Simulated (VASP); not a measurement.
# Hf (Fm-3m) in VASP: a series of runs

Hf is run at these levels: PBE; tasks: electric field gradients.

Program: VASP 6.6.1. These are calculated values, not measurements. Logs are shortened: lines on timing, memory, paths and dates and some standing lists are left out, and cuts for length are marked.

### Step 1. The cell of the first run

The structure is cubic, space group Fm-3m (No. 225). Conventional cell: a = 4.440 Å, b = 4.440 Å, c = 4.440 Å, α = 90.00°, β = 90.00°, γ = 90.00°. Within 4.1 Å of Hf (site symmetry m-3m) lie 12 Hf at 3.14 Å.

This isn't the form of Hf at room conditions, which is hcp.

### Step 2. Electric field gradients, PBE

Input file INCAR:

```
SYSTEM = Hf
ALGO = Normal
EDIFF = 1E-8
ENCUT = 400
GGA = PE
GGA_COMPAT = .FALSE.
ISIF = 2
ISMEAR = -1
LASPH = .TRUE.
LCHARG = .FALSE.
LEFG = .TRUE.
LREAL = .FALSE.
LWAVE = .FALSE.
NBANDS = 11
NELM = 120
PREC = Accurate
SIGMA = 0.03
```

Input file KPOINTS:

```
k-points
0
G
  13 13 13
  0 0 0
```

Input file POSCAR:

```
Hf
1.0
    0.0000000000      2.2200000000      2.2200000000
    2.2200000000      0.0000000000      2.2200000000
    2.2200000000      2.2200000000      0.0000000000
Hf
1
Direct
    0.0000000000      0.0000000000      0.0000000000
```

Potentials or basis: VASP PAW PBE potentials, release 64 (Hf_pv).

Run with:

```
> cat potpaw_PBE.64/Hf_pv/POTCAR > POTCAR
> mpirun -np 1 vasp_std > vasp.out
```

OUTCAR:

```text
SYSTEM = Hf
   EDIFF = 1E-8
   ENCUT = 400
   GGA = PE
   ISIF = 2
   ISMEAR = -1
   LASPH = .TRUE.
   LREAL = .FALSE.
   NELM = 120
   PREC = Accurate

 ion  position               nearest neighbor table
   1  0.000  0.000  0.000-

  LATTYP: Found a face centered cubic cell.
 ALAT       =     4.4400000000

  Lattice vectors:

 A1 = (   0.0000000000,   2.2200000000,   2.2200000000)
 A2 = (   2.2200000000,   0.0000000000,   2.2200000000)
 A3 = (   2.2200000000,   2.2200000000,   0.0000000000)

Analysis of symmetry for initial positions (statically):
=====================================================================
 Subroutine PRICEL returns:
 Original cell was already a primitive cell.

 Routine SETGRP: Setting up the symmetry group for a
 face centered cubic supercell.

 Subroutine GETGRP returns: Found 48 space group operations
 (whereof 48 operations were pure point group operations)
 out of a pool of 48 trial point group operations.

The static configuration has the point symmetry O_h .

Analysis of symmetry for dynamics (positions and initial velocities):
=====================================================================
 Subroutine PRICEL returns:
 Original cell was already a primitive cell.

 Routine SETGRP: Setting up the symmetry group for a
 face centered cubic supercell.

 Subroutine GETGRP returns: Found 48 space group operations
 (whereof 48 operations were pure point group operations)
 out of a pool of 48 trial point group operations.

The dynamic configuration has the point symmetry O_h .

 Subroutine INISYM returns: Found 48 space group operations
 (whereof 48 operations are pure point group operations),
 and found     1 'primitive' translations

----------------------------------------------------------------------------------------

                                     Primitive cell

  volume of cell :      21.8821

  direct lattice vectors                    reciprocal lattice vectors
     0.000000000  2.220000000  2.220000000    -0.225225225  0.225225225  0.225225225
     2.220000000  0.000000000  2.220000000     0.225225225 -0.225225225  0.225225225
     2.220000000  2.220000000  0.000000000     0.225225225  0.225225225 -0.225225225

  length of vectors
     3.139554108  3.139554108  3.139554108     0.390101533  0.390101533  0.390101533

  position of ions in fractional coordinates (direct lattice)
     0.000000000  0.000000000  0.000000000

  ion indices of the primitive-cell ions
   primitive index   ion index
                 1           1

----------------------------------------------------------------------------------------

 KPOINTS: k-points

Automatic generation of k-mesh.
 Grid dimensions read from file:
 generate k-points for:   13   13   13

 Generating k-lattice:

  Cartesian coordinates                     Fractional coordinates (reciprocal lattice)
    -0.017325017  0.017325017  0.017325017     0.076923077  0.000000000  0.000000000
     0.017325017 -0.017325017  0.017325017     0.000000000  0.076923077  0.000000000
     0.017325017  0.017325017 -0.017325017     0.000000000  0.000000000  0.076923077

  Length of vectors
     0.030007810  0.030007810  0.030007810

  Shift w.r.t. Gamma in fractional coordinates (k-lattice)
     0.000000000  0.000000000  0.000000000

 Subroutine IBZKPT returns following result:
 ===========================================

 Found     84 irreducible k-points:

 Following reciprocal coordinates:
            Coordinates               Weight
  0.000000  0.000000  0.000000      1.000000
  0.076923  0.000000  0.000000      8.000000
  0.153846  0.000000  0.000000      8.000000
  0.230769  0.000000  0.000000      8.000000
  0.307692  0.000000  0.000000      8.000000
  0.384615  0.000000  0.000000      8.000000
[... 16 lines left out ...]
  0.384615  0.153846  0.000000     24.000000
  0.461538  0.153846  0.000000     24.000000
 [... further k-points ...]
   k-points           NKPTS =     84   k-points in BZ     NKDIM =     84   number of bands    NBANDS=     11
   number of dos      NEDOS =    301   number of ions     NIONS =      1
   total plane-waves  NPLWV =   8000
   dimension x,y,z NGX =    20 NGY =   20 NGZ =   20
   dimension x,y,z NGXF=    40 NGYF=   40 NGZF=   40
   ions per type =               1
   NGX,Y,Z   is equivalent  to a cutoff of  10.59, 10.59, 10.59 a.u.
   NGXF,Y,Z  is equivalent  to a cutoff of  21.18, 21.18, 21.18 a.u.
 SYSTEM =  Hf
   PREC   = accura    normal or accurate (medium, high low for compatibility)
   ISTART =      0    job   : 0-new  1-cont  2-samecut
   ICHARG =      2    charge: 1-file 2-atom 10-const
   ISPIN  =      1    spin polarized calculation?
   LNONCOLLINEAR =      F non collinear calculations
   LSORBIT =      F    spin-orbit coupling
   LASPH  =      T    aspherical Exc in radial PAW
   ENCUT  =  400.0 eV  29.40 Ry    5.42 a.u.   5.12  5.12  5.12*2*pi/ulx,y,z
   NELM   =    120;   NELMIN=  2; NELMDL= -5     # of ELM steps
   EDIFF  = 0.1E-07   stopping-criterion for ELM
   LREAL  =      F    real-space projection
   EDIFFG = 0.1E-06   stopping-criterion for IOM
   NSW    =      0    number of steps for IOM
   IBRION =     -1    ionic relax: 0-MD 1-quasi-New 2-CG
   NFREE  =      0    steps in history (QN), initial steepest desc. (CG)
   ISIF   =      2    stress and relaxation
   ISYM   =      2    0-nonsym 1-usesym 2-fastsym
   POTIM  = 0.5000    time-step for ionic-motion
   TEBEG  =    0.0;   TEEND  =   0.0 temperature during run
   PSTRESS=    0.0 pullay stress
   NELECT =      10.0000    total number of electrons
   NUPDOWN=      -1.0000    fix difference up-down
   EMIN   =  10.00;   EMAX   =-10.00  energy-range for DOS
   EFERMI =   0.00;   METHOD = LEGACY
   ISMEAR =    -1;   SIGMA  =   0.03  broadening in eV -4-tet -1-fermi 0-gaus
   EFERMI_NEDOS =   21; number of points for ismear=-14 and -15
   IALGO  =     38    algorithm
   IMIX   =      4    mixing-type and parameters
     AMIX     =   0.40;   BMIX     =  1.00
     AMIX_MAG =   1.60;   BMIX_MAG =  1.00
  volume/ion in A,a.u.               =      21.88       147.67
  Fermi-wavevector in a.u.,A,eV,Ry     =   1.260991  2.382927 21.634588  1.590097
  Thomas-Fermi vector in A             =   2.394472
   LORBIT       =      0    0 simple, 1 ext, 2 COOP (PROOUT), +10 PAW based schemes
   GGA     = PE    functional components
   LHFCALC =     F    Hartree Fock is set to
   AEXX    =    0.0000 exact exchange contribution
   IVDW    =     0    specifies the selected vdW correction
   LEPSILON=     F    determine dielectric tensor
   LRPA    =     F    only Hartree local field effects (RPA)
 non-spin polarized calculation
  energy-cutoff  :      400.00
  volume of cell :       21.88
 maximum number of plane-waves:       411
   NGX = 11   NGY = 11   NGZ = 11

 number of electron      10.0000005 magnetization

 Free energy of the ion-electron system (eV)
  ---------------------------------------------------
  ext. energy  EPLUGINS =         0.00000000
  ---------------------------------------------------
  free energy    TOTEN  =        -9.84971464 eV

  energy without entropy =       -9.84517518  energy(sigma->0) =       -9.84744491

 E-fermi :   4.8783     XC(G=0): -11.3867

 val. band max:        4.8756487467   @ k =   0.3077   0.0000   0.0000
 cond. band min:       4.8827613405   @ k =  -0.3846   0.3846   0.1538
 fundamental gap:      0.0071125938
 Fermi energy:         4.8783279312

 k-point     1 :       0.0000    0.0000    0.0000
  band No.  band energies     occupation
      1     -25.0364      2.00000
      2     -25.0364      2.00000
      3     -25.0364      2.00000
      4      -2.3903      2.00000
      5       6.3090      0.00000
      6       6.3090      0.00000
      7       6.3090      0.00000
      8       9.1797      0.00000
      9       9.1797      0.00000
     10      16.2843      0.00000
     11      18.0428      0.00000

 k-point     2 :       0.0769    0.0000    0.0000
  band No.  band energies     occupation
      1     -25.0899      2.00000
      2     -25.0431      2.00000
      3     -25.0431      2.00000
      4      -2.1784      2.00000
      5       6.0937      0.00000
      6       6.4098      0.00000
      7       6.4098      0.00000
      8       9.0685      0.00000
      9       9.0685      0.00000
     10      16.7551      0.00000
     11      18.0422      0.00000
[... 295 lines left out ...]
 k-point    24 :       0.4615    0.1538    0.0000
  band No.  band energies     occupation
      1     -25.8017      2.00000
      2     -25.2501      2.00000
      3     -25.1980      2.00000
      4       1.7019      2.00000
      5       4.4300      2.00000
      6       5.5606      0.00000
      7       6.8991      0.00000
      8      11.0268      0.00000
      9      11.4501      0.00000
     10      14.6819      0.00000
     11      17.9650      0.00000

 [... further k-points ...]

------------------------ aborting loop because EDIFF is reached ----------------------------------------

  FORCE on cell =-STRESS in cart. coord.  units (eV):
  Direction    XX          YY          ZZ          XY          YZ          ZX
  --------------------------------------------------------------------------------------
  -------------------------------------------------------------------------------------
  Total        0.3767242      0.3767242      0.3767242      0.0000000      0.0000000     -0.0000000
  in kB       27.5832350     27.5832350     27.5832350      0.0000000      0.0000000     -0.0000000
  external PRESSURE =      27.5832350 kB  Pullay stress =       0.0000000 kB

 VOLUME and BASIS-vectors are now :
 -----------------------------------------------------------------------------
  energy-cutoff  :      400.00
  volume of cell :       21.88
      direct lattice vectors                 reciprocal lattice vectors
     0.000000000  2.220000000  2.220000000    -0.225225225  0.225225225  0.225225225
     2.220000000  0.000000000  2.220000000     0.225225225 -0.225225225  0.225225225
     2.220000000  2.220000000  0.000000000     0.225225225  0.225225225 -0.225225225

 POSITION                                       TOTAL-FORCE (eV/Angst)
 -----------------------------------------------------------------------------------
      0.00000      0.00000      0.00000         0.000000     -0.000000     -0.000000
 -----------------------------------------------------------------------------------
    total drift:                               -0.000000     -0.000000     -0.000000

  FREE ENERGIE OF THE ION-ELECTRON SYSTEM (eV)
  ---------------------------------------------------
  free  energy   TOTEN  =        -9.8497146363 eV

  energy  without entropy=       -9.8451751767  energy(sigma->0) =       -9.84744491

 Electric field gradients (V/A^2)
---------------------------------------------------------------------
 ion       V_xx      V_yy      V_zz      V_xy      V_xz      V_yz
---------------------------------------------------------------------
   1      -0.000    -0.000     0.000     0.000     0.000     0.000
---------------------------------------------------------------------

 Electric field gradients after diagonalization (V/A^2)
 (convention: |V_zz| > |V_xx| > |V_yy|)
----------------------------------------------------------------------
 ion       V_xx      V_yy      V_zz     asymmetry (V_yy - V_xx)/ V_zz
----------------------------------------------------------------------
   1      -0.000    -0.000     0.001       0.000
----------------------------------------------------------------------

           NMR quadrupolar parameters

 Cq : quadrupolar parameter    Cq=e*Q*V_zz/h
 eta: asymmetry parameters     (V_yy - V_xx)/ V_zz
 Q  : nuclear electric quadrupole moment in mb (millibarn)
----------------------------------------------------------------------
 ion       Cq(MHz)       eta       Q (mb)
----------------------------------------------------------------------
   1       0.000       0.000       1.000
----------------------------------------------------------------------
```

Run time: 8.2 s. Hardware: 1 thread of AMD EPYC 9R45 (Zen 5), shared host; peak memory 0.1 GiB.

Results:

```yaml
Free_energy: -9.8497 eV
Pressure: 2.8 GPa
Band_gap_on_the_k_mesh: zero (bands 5 and 6 overlap by 1.97 eV)
Largest_electric_field_gradient_by_atom: zero within the noise of the run
```

Caveat: spin-orbit coupling is left out, which moves the levels of the heavy elements.

(Continued in part 2 of 2.)
